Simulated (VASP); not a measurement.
# Rb (Fmmm) in VASP: notebook, part 2 of 2

VASP 6.6.1. Earlier steps stand in the parts before.

**4. Single point, LDA**

This run uses another cell than the first one, of 89.45 Å³/atom.

The input, INCAR:

```
ALGO     = Fast           # electronic algorithm
EDIFF    = 1E-6           # SCF threshold, eV
ENCUT    = 520            # plane-wave cutoff, eV
GGA      = CA             # functional
ISIF     = 2              # what is computed and relaxed
ISMEAR   = 0              # smearing method
LASPH    = True           # aspherical terms in the spheres
LCHARG   = True           # write CHGCAR
LELF     = True           # ELF
LREAL    = False          # projectors in reciprocal space
LVHAR    = True         
LWAVE    = False          # write WAVECAR
NBANDS   = 10             # bands
NELM     = 80             # most SCF steps
PREC     = Accurate       # precision mode
SIGMA    = 0.15           # smearing width, eV
```

The input, KPOINTS:

```
k-points
0
Gamma
  12 12 12
```

The input, POSCAR:

```
Rb
1.0
   -2.9769214676      2.9769214676      2.6940465770
    2.9769214676     -2.9769214676      2.6940465770
    2.7883382072      2.7883382072     -2.6940465770
Rb
1
Direct
    0.0000000000      0.0000000000      0.0000000000
```

Potentials or basis: VASP PAW LDA potentials, release 64 (Rb_sv).

Run with:

```console
cat potpaw_LDA.64/Rb_sv/POTCAR > POTCAR
mpirun -np 1 vasp_std > vasp.out
```

OUTCAR:

```text
EDIFF = 1E-6
   ENCUT = 520
   GGA = CA
   ISIF = 2
   ISMEAR = 0
   LASPH = True
   LREAL = False
   NELM = 80
   PREC = Accurate

 ion  position               nearest neighbor table
   1  0.000  0.000  0.000-

  LATTYP: Found a face centered orthorhombic cell.
 ALAT       =     5.3880931540
 B/A-ratio  =     1.4637110371
 C/A-ratio  =     1.5627059864

  Lattice vectors:

 A1 = (  -0.1885832604,   5.7652596748,   0.0000000000)
 A2 = (  -2.9769214676,   2.9769214676,   2.6940465770)
 A3 = (   2.7883382072,   2.7883382072,   2.6940465770)

Analysis of symmetry for initial positions (statically):
=====================================================================
 Subroutine PRICEL returns:
 Original cell was already a primitive cell.

 Routine SETGRP: Setting up the symmetry group for a
 face centered orthorhombic supercell.

 Subroutine GETGRP returns: Found  8 space group operations
 (whereof  8 operations were pure point group operations)
 out of a pool of  8 trial point group operations.

The static configuration has the point symmetry D_2h.

Analysis of symmetry for dynamics (positions and initial velocities):
[... 164 lines left out ...]
 Fermi energy:        -0.1734234723

 k-point     1 :       0.0000    0.0000    0.0000
  band No.  band energies     occupation
      1     -28.9612      2.00000
      2     -13.0654      2.00000
      3     -13.0580      2.00000
      4     -13.0537      2.00000
      5      -2.1762      2.00000
      6       3.1326      0.00000
      7       3.4008      0.00000
      8       3.7115      0.00000
      9       4.2390      0.00000
     10       4.6549      0.00000
[... 287 lines left out ...]
 k-point    24 :      -0.4167    0.1667    0.0000
  band No.  band energies     occupation
      1     -28.9575      2.00000
      2     -13.1309      2.00000
      3     -13.0947      2.00000
      4     -13.0628      2.00000
      5      -0.7807      2.00000
      6       1.7313      0.00000
      7       2.1317      0.00000
      8       4.1939      0.00000
      9       4.3532      0.00000
     10       4.8412      0.00000

 [... further k-points ...]

------------------------ aborting loop because EDIFF is reached ----------------------------------------

  FORCE on cell =-STRESS in cart. coord.  units (eV):
  Direction    XX          YY          ZZ          XY          YZ          ZX
  --------------------------------------------------------------------------------------
  -------------------------------------------------------------------------------------
  Total       -0.2155892     -0.2155892     -0.2042115      0.0638974     -0.0000000     -0.0000000
  in kB       -3.8615331     -3.8615331     -3.6577408      1.1444998     -0.0000000     -0.0000000
  external PRESSURE =      -3.7936023 kB  Pullay stress =       0.0000000 kB

 VOLUME and BASIS-vectors are now :
 -----------------------------------------------------------------------------
  energy-cutoff  :      520.00
  volume of cell :       89.45
      direct lattice vectors                 reciprocal lattice vectors
    -2.976921468  2.976921468  2.694046577     0.005679764  0.173638512  0.185594416
     2.976921468 -2.976921468  2.694046577     0.173638512  0.005679764  0.185594416
     2.788338207  2.788338207 -2.694046577     0.179318276  0.179318276  0.000000000

 POSITION                                       TOTAL-FORCE (eV/Angst)
 -----------------------------------------------------------------------------------
      0.00000      0.00000      0.00000         0.000000      0.000000      0.000000
 -----------------------------------------------------------------------------------
    total drift:                                0.000000      0.000000     -0.000000

  FREE ENERGIE OF THE ION-ELECTRON SYSTEM (eV)
  ---------------------------------------------------
  free  energy   TOTEN  =        -1.0462479977 eV

  energy  without entropy=       -1.0356387658  energy(sigma->0) =       -1.04094338
```

OSZICAR:

```text
N       E                     dE             d eps       ncg     rms          rms(c)
DAV:   1     0.412733164514E+02    0.41273E+02   -0.33193E+03  5600   0.659E+02
DAV:   2     0.162642726892E+01   -0.39647E+02   -0.38759E+02  6276   0.125E+02
DAV:   3    -0.927718997076E+00   -0.25541E+01   -0.25461E+01  7514   0.317E+01
DAV:   4    -0.104481409188E+01   -0.11710E+00   -0.11678E+00  7958   0.566E+00
DAV:   5    -0.104695307929E+01   -0.21390E-02   -0.21387E-02  7706   0.688E-01    0.122E+00
RMM:   6    -0.104623321606E+01    0.71986E-03   -0.14104E-03  7079   0.230E-01    0.743E-01
RMM:   7    -0.104619968419E+01    0.33532E-04   -0.28902E-03  7621   0.312E-01    0.452E-02
RMM:   8    -0.104624174841E+01   -0.42064E-04   -0.27049E-04  8802   0.927E-02    0.853E-03
RMM:   9    -0.104624617122E+01   -0.44228E-05   -0.52910E-05  9294   0.336E-02    0.745E-03
RMM:  10    -0.104624766279E+01   -0.14916E-05   -0.13989E-05  8982   0.166E-02    0.451E-03
RMM:  11    -0.104624799770E+01   -0.33491E-06   -0.35870E-06  7583   0.815E-03
   1 F= -.10462480E+01 E0= -.10409434E+01  d E =-.106092E-01
```

It took 4.8 min on 1 thread of Oxide Virtual Turin-like, shared host; peak memory 0.32 GiB.

What came out:

| Quantity | Value |
| --- | --- |
| Free energy | -1.0462 eV |
| Pressure | -0.4 GPa |
| Band gap on the k mesh | zero (an odd number of electrons rules out a gap without spin polarisation) |

**5. The runs side by side**

| cell | further INCAR settings | gap on the mesh (eV) | pressure (GPa) |
| --- | --- | --- | --- |
| a = 4.942, b = 4.942, c = 4.721 Å, angles 108.1, 108.1, 113.9°, 1 atom | ALGO = Fast; EDIFF = 1e-07; NBANDS = 10 | none | -0.3 |
| a = 5.111, b = 5.111, c = 4.666 Å, angles 107.7, 107.7, 116.4°, 1 atom | ALGO = Fast; EDIFF = 1e-06; NBANDS = 10 | none | -0.4 |
| a = 4.998, b = 4.998, c = 4.776 Å, angles 107.7, 107.7, 114.8°, 1 atom | ALGO = Fast; EDIFF = 1e-06; NBANDS = 10 | none | -0.4 |

Alike in all rows: task single point; level LDA; potentials or basis VASP PAW LDA potentials, release 64 (Rb_sv); no spin polarisation; k mesh 12 × 12 × 12; cutoff (eV) 520; smearing gaussian 0.15 eV.

Total energies depend on the potentials used, so only differences within one code and one set of settings carry meaning.
